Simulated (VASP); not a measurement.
Input of a VASP 6.6.1 run:

Contents of INCAR:

```
SYSTEM = Si
PREC = Accurate ; ENCUT = 520
EDIFF = 1E-6 ; ISMEAR = 0
SIGMA = 0.01 ; LREAL = .False.
LASPH = .True. ; NELM = 80
ALGO = Normal ; ISIF = 2
LWAVE = .False. ; LCHARG = .False.
GGA = PE ; NBANDS = 11
```

File KPOINTS:

```
Automatic mesh
0
Gamma
  6 6 6
  0 0 0
```

POSCAR

```
Si
1.0
    0.0000000000      2.6792138760      2.6792138760
    2.6792138760      0.0000000000      2.6792138760
    2.6792138760      2.6792138760      0.0000000000
Si
2
Direct
    0.2500000000      0.2500000000      0.2500000000
    0.0000000000      0.0000000000      0.0000000000
```

Potentials or basis: VASP PAW PBE potentials, release 64 (Si).

Run with:

```sh
$ cat potpaw_PBE.64/Si/POTCAR > POTCAR
$ mpirun -np 1 vasp_std > vasp.out
```

(1) Predict the pressure.

(2) Estimate the band gap on the k mesh.

## Answers

(1) 6.3 GPa.

(2) 0.62 eV, indirect (least direct gap 2.58 eV).
